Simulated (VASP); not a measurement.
# YAl2N3 in VASP: a series of runs

YAl2N3 is run at these levels: PBE; tasks: single point, relaxation of cell and atoms.

Everything below comes from runs of VASP 6.6.1. Logs are shortened: lines on timing, memory, paths and dates and some standing lists are left out, and cuts for length are marked.

**1. The cell of the first run**

Symmetry: Cmc2_1, No. 36, orthorhombic system. Conventional cell: a = 10.174 Å, b = 5.774 Å, c = 5.170 Å, α = 90.00°, β = 90.00°, γ = 90.00°. Y (site symmetry m) has 5 N at 2.26 to 2.76 Å within 3.0 Å. Within 2.5 Å of Al (site symmetry 1) lie 4 N at 1.89 to 1.95 Å. Within 2.5 Å of N (site symmetry 1) lie 3 Al at 1.89 to 1.90 Å and 1 Y at 2.26 Å. N (site symmetry m) has 2 Al at 1.95 Å and 2 Y at 2.32 to 2.41 Å within 2.6 Å.

**2. Single point, PBE**

INCAR

```
PREC = Accurate ; ENCUT = 520
EDIFF = 1E-6 ; ISMEAR = 0
SIGMA = 0.15 ; LREAL = False
LASPH = True ; NELM = 60
ALGO = Normal ; ISIF = 2
LWAVE = False ; LCHARG = True
GGA = PE ; LELF = True
LVHAR = True ; NBANDS = 44
```

KPOINTS

```
Automatic mesh
0
Gamma
  3 3 2
```

POSCAR

```
YAl2N3
1.0
    5.0868490778     -2.8867674668      0.0000000000
    5.0868490778      2.8867674668      0.0000000000
    0.0000000000      0.0000000000      5.1702543113
Y Al N
2 4 6
Direct
    0.3076445421      0.6923554579     -0.0293993543
    0.6923554579      0.3076445421      0.4706006457
    0.6594735393     -0.0092590232     -0.0045806570
    0.0092590232      0.3405264607     -0.0045806570
   -0.0092590232      0.6594735393      0.4954193430
    0.3405264607      0.0092590232      0.4954193430
    0.6683464271     -0.0543536481      0.3607897420
    0.0543536481      0.3316535729      0.3607897420
    0.7081411000      0.2918589000      0.9369811843
   -0.0543536481      0.6683464271      0.8607897420
    0.3316535729      0.0543536481      0.8607897420
    0.2918589000      0.7081411000      0.4369811843
```

Potentials or basis: VASP PAW PBE potentials, release 64 (Y_sv, Al, N).

Launch:

```
> cat potpaw_PBE.64/Y_sv/POTCAR potpaw_PBE.64/Al/POTCAR potpaw_PBE.64/N/POTCAR > POTCAR
> mpirun -np 1 vasp_std > vasp.out
```

OUTCAR:

```text
PREC = Accurate
   ENCUT = 520
   EDIFF = 1E-6
   ISMEAR = 0
   LREAL = False
   LASPH = True
   NELM = 60
   ISIF = 2
   GGA = PE

 ion  position               nearest neighbor table
   1  0.308  0.692  0.971-  10 2.26  11 2.26   9 2.32  12 2.41  12 2.76   6 3.14   5 3.14   4 3.26
                             3 3.26   3 3.31   4 3.31   5 3.35   6 3.35   2 3.41   2 3.41   3 3.53
   2  0.692  0.308  0.471-   7 2.26   8 2.26  12 2.32   9 2.41   9 2.76   4 3.14   3 3.14   6 3.26
                             5 3.26   5 3.31   6 3.31   3 3.35   4 3.35   1 3.41   1 3.41   6 3.53
   3  0.659  0.991  0.995-  11 1.89  10 1.90   7 1.90   9 1.95   2 3.14   6 3.16   6 3.16   5 3.22
                             5 3.22   1 3.26   4 3.27   4 3.27   1 3.31   2 3.35   1 3.53
   4  0.009  0.341  0.995-  10 1.89  11 1.90   8 1.90   9 1.95   2 3.14   5 3.16   5 3.16   6 3.22
                             6 3.22   1 3.26   3 3.27   3 3.27   1 3.31   2 3.35   1 3.53
   5  0.991  0.659  0.495-   8 1.89   7 1.90  10 1.90  12 1.95   1 3.14   4 3.16   4 3.16   3 3.22
                             3 3.22   2 3.26   6 3.27   6 3.27   2 3.31   1 3.35   2 3.53
   6  0.341  0.009  0.495-   7 1.89   8 1.90  11 1.90  12 1.95   1 3.14   3 3.16   3 3.16   4 3.22
                             4 3.22   2 3.26   5 3.27   5 3.27   2 3.31   1 3.35   2 3.53
   7  0.668  0.946  0.361-   6 1.89   5 1.90   3 1.90   2 2.26
   8  0.054  0.332  0.361-   5 1.89   6 1.90   4 1.90   2 2.26
   9  0.708  0.292  0.937-   3 1.95   4 1.95   1 2.32   2 2.41   2 2.76
  10  0.946  0.668  0.861-   4 1.89   3 1.90   5 1.90   1 2.26
  11  0.332  0.054  0.861-   3 1.89   4 1.90   6 1.90   1 2.26
  12  0.292  0.708  0.437-   5 1.95   6 1.95   2 2.32   1 2.41   1 2.76

  LATTYP: Found a base centered orthorhombic cell.
 ALAT       =     5.7735349336
 B/A-ratio  =     1.7621263702
 C/A-ratio  =     0.8955093146

  Lattice vectors:

 A1 = (  -5.0868490778,  -2.8867674668,   0.0000000000)
 A2 = (   5.0868490778,  -2.8867674668,   0.0000000000)
 A3 = (   0.0000000000,   0.0000000000,   5.1702543113)

Analysis of symmetry for initial positions (statically):
=====================================================================
 Subroutine PRICEL returns:
 Original cell was already a primitive cell.

 Routine SETGRP: Setting up the symmetry group for a
 base centered orthorhombic supercell.

 Subroutine GETGRP returns: Found  4 space group operations
 (whereof  2 operations were pure point group operations)
 out of a pool of  8 trial point group operations.

The static configuration has the point symmetry C_1h.
 The point group associated with its full space group is C_2v.

Analysis of symmetry for dynamics (positions and initial velocities):
=====================================================================
 Subroutine PRICEL returns:
 Original cell was already a primitive cell.

 Routine SETGRP: Setting up the symmetry group for a
 base centered orthorhombic supercell.

 Subroutine GETGRP returns: Found  4 space group operations
 (whereof  2 operations were pure point group operations)
 out of a pool of  8 trial point group operations.

The dynamic configuration has the point symmetry C_1h.
 The point group associated with its full space group is C_2v.

 Subroutine INISYM returns: Found  4 space group operations
 (whereof  2 operations are pure point group operations),
 and found     1 'primitive' translations

----------------------------------------------------------------------------------------

                                     Primitive cell

  volume of cell :     151.8457

  direct lattice vectors                    reciprocal lattice vectors
     5.086849078 -2.886767467  0.000000000     0.098292674 -0.173204114  0.000000000
     5.086849078  2.886767467  0.000000000     0.098292674  0.173204114  0.000000000
     0.000000000  0.000000000  5.170254311     0.000000000  0.000000000  0.193414084

  length of vectors
     5.848885359  5.848885359  5.170254311     0.199150985  0.199150985  0.193414084

  position of ions in fractional coordinates (direct lattice)
     0.307644542  0.692355458  0.970600646
     0.692355458  0.307644542  0.470600646
     0.659473539  0.990740977  0.995419343
     0.009259023  0.340526461  0.995419343
     0.990740977  0.659473539  0.495419343
     0.340526461  0.009259023  0.495419343
     0.668346427  0.945646352  0.360789742
     0.054353648  0.331653573  0.360789742
     0.708141100  0.291858900  0.936981184
[... 31 lines left out ...]
     0.032764225  0.057734705  0.000000000     0.000000000  0.333333333  0.000000000
     0.000000000  0.000000000  0.096707042     0.000000000  0.000000000  0.500000000

  Length of vectors
     0.066383662  0.066383662  0.096707042

  Shift w.r.t. Gamma in fractional coordinates (k-lattice)
     0.000000000  0.000000000  0.000000000

 Subroutine IBZKPT returns following result:
 ===========================================

 Found      8 irreducible k-points:

 Following reciprocal coordinates:
            Coordinates               Weight
  0.000000  0.000000  0.000000      1.000000
  0.333333  0.000000  0.000000      4.000000
  0.333333  0.333333  0.000000      2.000000
 -0.333333  0.333333  0.000000      2.000000
  0.000000  0.000000  0.500000      1.000000
  0.333333  0.000000  0.500000      4.000000
  0.333333  0.333333  0.500000      2.000000
 -0.333333  0.333333  0.500000      2.000000
   k-points           NKPTS =      8   k-points in BZ     NKDIM =      8   number of bands    NBANDS=     44
   number of dos      NEDOS =    301   number of ions     NIONS =     12
   total plane-waves  NPLWV =  92160
   dimension x,y,z NGX =    48 NGY =   48 NGZ =   40
   dimension x,y,z NGXF=    96 NGYF=   96 NGZF=   80
   ions per type =               2   4   6
   NGX,Y,Z   is equivalent  to a cutoff of  13.64, 13.64, 12.86 a.u.
   NGXF,Y,Z  is equivalent  to a cutoff of  27.29, 27.29, 25.72 a.u.
 SYSTEM =  unknown system
   PREC   = accura    normal or accurate (medium, high low for compatibility)
   ISTART =      0    job   : 0-new  1-cont  2-samecut
   ICHARG =      2    charge: 1-file 2-atom 10-const
   ISPIN  =      1    spin polarized calculation?
   LNONCOLLINEAR =      F non collinear calculations
   LSORBIT =      F    spin-orbit coupling
   LASPH  =      T    aspherical Exc in radial PAW
   ENCUT  =  520.0 eV  38.22 Ry    6.18 a.u.  10.88 10.88  9.61*2*pi/ulx,y,z
   NELM   =     60;   NELMIN=  2; NELMDL= -5     # of ELM steps
   EDIFF  = 0.1E-05   stopping-criterion for ELM
   LREAL  =      F    real-space projection
   EDIFFG = 0.1E-04   stopping-criterion for IOM
   NSW    =      0    number of steps for IOM
   IBRION =     -1    ionic relax: 0-MD 1-quasi-New 2-CG
   NFREE  =      0    steps in history (QN), initial steepest desc. (CG)
   ISIF   =      2    stress and relaxation
   ISYM   =      2    0-nonsym 1-usesym 2-fastsym
   POTIM  = 0.5000    time-step for ionic-motion
   TEBEG  =    0.0;   TEEND  =   0.0 temperature during run
   PSTRESS=    0.0 pullay stress
   NELECT =      64.0000    total number of electrons
   NUPDOWN=      -1.0000    fix difference up-down
   EMIN   =  10.00;   EMAX   =-10.00  energy-range for DOS
   EFERMI =   0.00;   METHOD = LEGACY
   ISMEAR =     0;   SIGMA  =   0.15  broadening in eV -4-tet -1-fermi 0-gaus
   EFERMI_NEDOS =   21; number of points for ismear=-14 and -15
   IALGO  =     38    algorithm
   IMIX   =      4    mixing-type and parameters
     AMIX     =   0.40;   BMIX     =  1.00
     AMIX_MAG =   1.60;   BMIX_MAG =  1.00
  volume/ion in A,a.u.               =      12.65        85.39
  Fermi-wavevector in a.u.,A,eV,Ry     =   1.227441  2.319527 20.498694  1.506611
  Thomas-Fermi vector in A             =   2.362404
   LORBIT       =      0    0 simple, 1 ext, 2 COOP (PROOUT), +10 PAW based schemes
   GGA     = PE    functional components
   LHFCALC =     F    Hartree Fock is set to
   AEXX    =    0.0000 exact exchange contribution
   IVDW    =     0    specifies the selected vdW correction
   LEPSILON=     F    determine dielectric tensor
   LRPA    =     F    only Hartree local field effects (RPA)
 non-spin polarized calculation
 Gauss-broadening in eV      SIGMA  =   0.15
  energy-cutoff  :      520.00
  volume of cell :      151.85
 maximum number of plane-waves:      4103
 NGX is ok and might be reduce to    48
   NGX = 21   NGY = 21   NGZ = 19

 number of electron      64.0000002 magnetization

 Free energy of the ion-electron system (eV)
  ---------------------------------------------------
  ext. energy  EPLUGINS =         0.00000000
  ---------------------------------------------------
  free energy    TOTEN  =       -94.78523427 eV

  energy without entropy =      -94.78523427  energy(sigma->0) =      -94.78523427

 E-fermi :   5.4544     XC(G=0): -10.6476

 val. band max:        4.6793898403   @ k =   0.3333   0.3333   0.0000
 cond. band min:       7.0422434688   @ k =   0.0000   0.0000   0.0000
 fundamental gap:      2.3628536285
 Fermi energy:         5.4543980937

 k-point     1 :       0.0000    0.0000    0.0000
  band No.  band energies     occupation
      1     -35.9723      2.00000
      2     -35.9254      2.00000
      3     -16.2498      2.00000
      4     -16.2452      2.00000
      5     -16.1807      2.00000
      6     -16.1213      2.00000
[... 365 lines left out ...]
     43      12.9927      0.00000
     44      13.0661      0.00000

------------------------ aborting loop because EDIFF is reached ----------------------------------------

  FORCE on cell =-STRESS in cart. coord.  units (eV):
  Direction    XX          YY          ZZ          XY          YZ          ZX
  --------------------------------------------------------------------------------------
  -------------------------------------------------------------------------------------
  Total       -0.1484498     -0.2179213     -0.1070761      0.0000000      0.0000000      0.0000000
  in kB       -1.5663463     -2.2993644     -1.1297976      0.0000000      0.0000000      0.0000000
  external PRESSURE =      -1.6651694 kB  Pullay stress =       0.0000000 kB

 VOLUME and BASIS-vectors are now :
 -----------------------------------------------------------------------------
  energy-cutoff  :      520.00
  volume of cell :      151.85
      direct lattice vectors                 reciprocal lattice vectors
     5.086849078 -2.886767467  0.000000000     0.098292674 -0.173204114  0.000000000
     5.086849078  2.886767467  0.000000000     0.098292674  0.173204114  0.000000000
     0.000000000  0.000000000  5.170254311     0.000000000  0.000000000  0.193414084

 POSITION                                       TOTAL-FORCE (eV/Angst)
 -----------------------------------------------------------------------------------
      5.08685      1.11057      5.01825        -0.000000     -0.036018      0.065924
      5.08685     -1.11057      2.43313        -0.000000      0.036018      0.065924
      8.39439      0.95629      5.14657        -0.038623     -0.011528     -0.013710
      1.77931      0.95629      5.14657         0.038623     -0.011528     -0.013710
      8.39439     -0.95629      2.56144        -0.038623      0.011528     -0.013710
      1.77931     -0.95629      2.56144         0.038623      0.011528     -0.013710
      8.21014      0.80050      1.86537        -0.002806     -0.017358     -0.034118
      1.96356      0.80050      1.86537         0.002806     -0.017358     -0.034118
      5.08685     -1.20171      4.84443        -0.000000     -0.044855      0.029733
      8.21014     -0.80050      4.45050        -0.002806      0.017358     -0.034118
      1.96356     -0.80050      4.45050         0.002806      0.017358     -0.034118
      5.08685      1.20171      2.25930        -0.000000      0.044855      0.029733
 -----------------------------------------------------------------------------------
    total drift:                               -0.000000     -0.000000     -0.001173

  FREE ENERGIE OF THE ION-ELECTRON SYSTEM (eV)
  ---------------------------------------------------
  free  energy   TOTEN  =       -94.7852342684 eV

  energy  without entropy=      -94.7852342684  energy(sigma->0) =      -94.78523427
```

It took 36 s on 1 thread of Intel Xeon 6975P-C (Granite Rapids), shared host; peak memory 0.3 GiB.

Results:

| Item | Value |
| --- | --- |
| Free energy | -94.7852 eV |
| Pressure | -0.2 GPa |
| Largest force | 0.075 eV/Å |
| Band gap on the k mesh | 2.36 eV (least direct gap 2.48 eV) |

Forces on the atoms (eV/Å):
```
Y    0.000 -0.036  0.066
Y    0.000  0.036  0.066
Al  -0.039 -0.012 -0.014
Al   0.039 -0.012 -0.014
Al  -0.039  0.012 -0.014
Al   0.039  0.012 -0.014
N   -0.003 -0.017 -0.034
N    0.003 -0.017 -0.034
N    0.000 -0.045  0.030
N   -0.003  0.017 -0.034
N    0.003  0.017 -0.034
N    0.000  0.045  0.030
```

Stress tensor (GPa, compression positive):
```
-0.16  0.00  0.00
 0.00 -0.23  0.00
 0.00  0.00 -0.11
```

Levels at points of the mesh, in eV from the valence-band top:
```tsv
k point	band 28	band 29	band 30	band 31	band 32	band 33	band 34	band 35	band 36	band 37
(0.00, 0.00, 0.00)	-0.85	-0.78	-0.70	-0.48	-0.12	2.36	3.35	3.46	4.39	4.67
(0.00, 0.00, 0.50)	-0.91	-0.66	-0.66	-0.54	-0.54	4.27	4.27	4.38	4.38	5.37
```

Caveat: the k points lie up to 0.61 Å⁻¹ apart; an odd mesh through Γ misses points on the zone boundary, where band edges can lie.

**3. Single point, PBE**

INCAR

```
  PREC = Accurate
  ENCUT = 520
  EDIFF = 1E-6
  ISMEAR = 0
  SIGMA = 0.1
  LREAL = F
  LASPH = T
  NELM = 100
  ALGO = Normal
  ISIF = 2
  LWAVE = F
  LCHARG = F
  GGA = PE
  NBANDS = 44
```

KPOINTS

```
regular mesh
0
Gamma
  4 4 4
```

POSCAR

```
YAl2N3
1.0
    0.0000000000      0.0000000000     -5.1545628835
    0.0000000000      5.7804447579      0.0000000000
    5.0923739538     -2.8902223789      0.0000000000
Y Al N
2 4 6
Direct
    0.5297412943      0.6922598168      0.0000000000
    0.0297412943      0.3077401832      0.0000000000
    0.5050264625      0.9899742356      0.6494289791
    0.5050264625      0.3405452566      0.3505710209
    0.0050264625      0.6594547434      0.6494289791
    0.0050264625      0.0100257644      0.3505710209
    0.1391719536      0.9454997646      0.6138335940
    0.1391719536      0.3316661707      0.3861664060
    0.5618618737      0.2910834876      0.0000000000
    0.6391719536      0.6683338293      0.6138335940
    0.6391719536      0.0545002354      0.3861664060
    0.0618618737      0.7089165124      0.0000000000
```

Potentials or basis: VASP PAW PBE potentials, release 64 (Y_sv, Al, N).

Launch:

```
> cat potpaw_PBE.64/Y_sv/POTCAR potpaw_PBE.64/Al/POTCAR potpaw_PBE.64/N/POTCAR > POTCAR
> mpirun -np 1 vasp_std > vasp.out
```

It took 85 s on 1 thread of Intel Xeon 6975P-C (Granite Rapids), shared host; peak memory 0.36 GiB.

It converged, with:

| Item | Value |
| --- | --- |
| Free energy | -94.9054 eV |
| Pressure | -0.2 GPa |
| Largest force | 0.009 eV/Å |
| Band gap on the k mesh | 2.29 eV (least direct gap 2.46 eV) |

Forces in eV/Å, atoms in the order of the input:
```
Y    0.000 -0.005  0.001
Y    0.000  0.005  0.001
Al   0.009  0.001  0.000
Al  -0.009  0.001  0.000
Al   0.009 -0.001  0.000
Al  -0.009 -0.001  0.000
N   -0.008  0.000 -0.001
N    0.008  0.000 -0.001
N    0.000 -0.008  0.001
N   -0.008  0.000 -0.001
N    0.008  0.000 -0.001
N    0.000  0.008  0.001
```

Levels at points of the mesh, in eV from the valence-band top:
```csv
k point,band 28,band 29,band 30,band 31,band 32,band 33,band 34,band 35,band 36,band 37
"(0.00, 0.00, 0.00)",-0.91,-0.86,-0.78,-0.56,-0.17,2.29,3.27,3.40,4.29,4.59
"(0.50, 0.00, 0.00)",-1.00,-0.73,-0.73,-0.62,-0.62,4.20,4.20,4.32,4.32,5.29
"(0.00, 0.50, 0.00)",-0.72,-0.65,-0.61,-0.32,-0.30,3.41,3.63,3.88,4.78,5.11
"(0.50, 0.50, 0.00)",-1.21,-1.04,-1.04,-0.38,-0.38,4.21,4.21,4.87,4.87,5.26
"(0.00, 0.00, 0.50)",-1.08,-0.82,-0.51,-0.11,0.00,2.79,3.81,3.96,4.14,5.20
"(0.50, 0.00, 0.50)",-1.38,-0.88,-0.88,-0.33,-0.33,3.93,3.93,4.96,4.96,5.34
```

(Part 1 of 2 ends here.)
